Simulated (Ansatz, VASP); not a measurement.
**CdS in VASP and in Ansatz**

```xyz
2
Lattice="0.0000 2.7951 2.7951 2.7951 0.0000 2.7951 2.7951 2.7951 0.0000" Properties=species:S:1:pos:R:3 pbc="T T T"
Cd    0.0356    0.0000    0.0000
S     2.6702    2.7951    2.7951
```

Change from the starting cell: mode 4 frozen in at -0.122 Å, equal normal strain along x, y and z +0.0250.

Alike in both runs: task single point; functional r2SCAN; k mesh 8 × 8 × 8; occupations gaussian, width 0.05 eV; no spin polarisation.

|  | VASP | Ansatz |
| --- | --- | --- |
| version | VASP 6.6.1 | Ansatz 0.2.0 |
| potentials or method | VASP PAW PBE potentials, release 64 (Cd, S), cutoff 520 eV | scalar-relativistic, plane waves, PAW |
| valence electrons in the cell | 18 | 26 |

VASP gave:

| Item | Value |
| --- | --- |
| gap on the k mesh at the Fermi level (eV) | 0.77 |
| least direct gap on the mesh (eV) | 1.83 |
| pressure (GPa) | -4.2 |
| traceless stress, the component that is largest in VASP (GPa) | 1.33 |
| rms of the force components (eV/Å) | 0.103 |

**Question.** Which values does Ansatz return?

**Answer.** gap on the k mesh at the Fermi level (eV): 0.79; least direct gap on the mesh (eV): 1.86; pressure (GPa): -4.5; traceless stress, the component that is largest in VASP (GPa): 1.30; rms of the force components (eV/Å): 0.096.

VASP's potentials were made for PBE, not for r2SCAN. Atom by atom the forces differ by 0.007 eV/Å (rms over components). The functional is the same, so the differences come from potentials, cutoffs and numerics. VASP's potentials hold 18 valence electrons a cell and Ansatz's 26, so a difference there can come from the potentials and not from the codes.
